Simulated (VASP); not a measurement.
A run of VASP 6.6.1 is set up as follows.

File POSCAR:

```
Ti
1.0
    0.0000000000      2.0300000000      1.9488000000
    2.0300000000      0.0000000000      1.9488000000
    2.0300000000      2.0300000000      0.0000000000
Ti
1
Direct
    0.0000000000      0.0000000000      0.0000000000
```

INCAR.step1

```
SYSTEM = Ti
PREC     = Accurate       ! precision mode
ENCUT    = 520            ! plane-wave cutoff, eV
ISMEAR   = 0              ! smearing method
SIGMA    = 0.15           ! smearing width, eV
LREAL    = .False.        ! projectors in reciprocal space
LASPH    = .True.         ! aspherical terms in the spheres
NELM     = 80             ! most SCF steps
NBANDS   = 12             ! bands
GGA      = PE             ! functional
ALGO     = Normal         ! electronic algorithm
EDIFF    = 1E-4           ! SCF threshold, eV
LWAVE    = .True.         ! write WAVECAR
LCHARG   = .False.        ! write CHGCAR
```

Contents of INCAR.step2:

```
SYSTEM = Ti
PREC     = Accurate       ! precision mode
ENCUT    = 520            ! plane-wave cutoff, eV
EDIFF    = 1E-7           ! SCF threshold, eV
ISMEAR   = 0              ! smearing method
SIGMA    = 0.15           ! smearing width, eV
LREAL    = .False.        ! projectors in reciprocal space
LASPH    = .True.         ! aspherical terms in the spheres
NELM     = 80             ! most SCF steps
ALGO     = Normal         ! electronic algorithm
ISIF     = 2              ! what is computed and relaxed
LWAVE    = .False.        ! write WAVECAR
LCHARG   = .False.        ! write CHGCAR
METAGGA  = R2SCAN         ! meta-GGA
LMIXTAU  = .True.       
NBANDS   = 12             ! bands
ISTART   = 1
```

The input KPOINTS:

```
Automatic mesh
0
Gamma
  20 20 20
  0 0 0
```

Potentials or basis: VASP PAW PBE potentials, release 64 (Ti_sv).

Run with:

```sh
$ cat potpaw_PBE.64/Ti_sv/POTCAR > POTCAR
$ cp INCAR.step1 INCAR
$ mpirun -np 1 vasp_std > vasp.out
$ cp INCAR.step2 INCAR
$ mpirun -np 1 vasp_std > vasp.out
```

(1) Predict the band gap on the k mesh.

(2) What does it give for the pressure?

Answers

(1) zero (bands 6 and 7 overlap by 1.55 eV).

(2) 10.3 GPa.

Caveat: the cell differs from its parent crystal (strain +0.000 along x and y, -0.040 along z); the cell stands under pressure; the PAW data sets were made with another functional, which shifts forces and pressure a little.
